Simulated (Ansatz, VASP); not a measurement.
**Two plane-wave programs on KRh**

Contents of INCAR:

```
SYSTEM = KRh
  PREC = Accurate
  ENCUT = 600
  EDIFF = 1E-6
  ISMEAR = 0
  SIGMA = 0.1
  LREAL = .False.
  LASPH = .True.
  NELM = 60
  ALGO = Normal
  ISIF = 3
  LWAVE = .False.
  LCHARG = .False.
  GGA = PE
  IBRION = 2
  NSW = 90
  EDIFFG = -0.04
```

Contents of KPOINTS:

```
regular mesh
0
Gamma
  6 6 4
  0 0 0
```

Contents of POSCAR:

```
KRh
1.0
    3.3245616700      0.0000000000      0.0000000000
   -1.6622808400      2.8791548600      0.0000000000
    0.0000000000      0.0000000000      5.7606210800
K Rh
1 1
Direct
    0.0000000000      0.0000000000      0.0000000000
    0.0000000000      0.0000000000      0.5000000000
```

Input for Ansatz:

```yaml
crystal:
  lattice:
    - [3.32456167, 0.0, 0.0]
    - [-1.66228084, 2.87915486, 0.0]
    - [0.0, 0.0, 5.76062108]
  atoms:
    - { symbol: K, position: [0.0, 0.0, 0.0] }
    - { symbol: Rh, position: [0.0, 0.0, 0.5] }
basis:
  ecutwfc: 420
kpoints:
  mp_grid: { grid: [6, 6, 4] }
hamiltonian:
  xc: pbe
scf:
  occupations: { method: gaussian, width: 0.1 }
  lower_state_search: "off"
output:
  forces: true
  stress: true
  eigenvalues: true
relax:
  adjacent_minimum: "off"
  f_tol: 0.04
  max_steps: 70
  cell: { stress_tol: 0.4 }
```

Alike in both runs: task relaxation of cell and atoms; functional PBE; k mesh 6 × 6 × 4; occupations gaussian, width 0.1 eV; no spin polarisation.

```csv
,VASP,Ansatz
version,VASP 6.6.1,Ansatz 0.2.0
potentials or method,"VASP PAW PBE potentials, release 64 (K_sv, Rh_pv), cutoff 600 eV","scalar-relativistic, plane waves, PAW"
valence electrons in the cell,24,26
```

|  | VASP | Ansatz | Ansatz less VASP |
| --- | --- | --- | --- |
| gap on the k mesh at the Fermi level, each at its own relaxed structure (eV) | none | none | - |
| relaxed volume (Å³/atom) | 20.86 | 20.88 | +0.023 |
| relaxed length of the cell vector where the two differ most in proportion (Å) | 2.891 | 2.894 | +0.0027 |

A gap of «none» marks a metal or a gap that the smearing closes. VASP's potentials hold 24 valence electrons a cell and Ansatz's 26, so a difference there can come from the potentials and not from the codes.

The k mesh is coarse, so the values compare programs but aren't converged. Noted on VASP's run: the volume moved by over 15 % at a fixed basis, so the end points are rough.
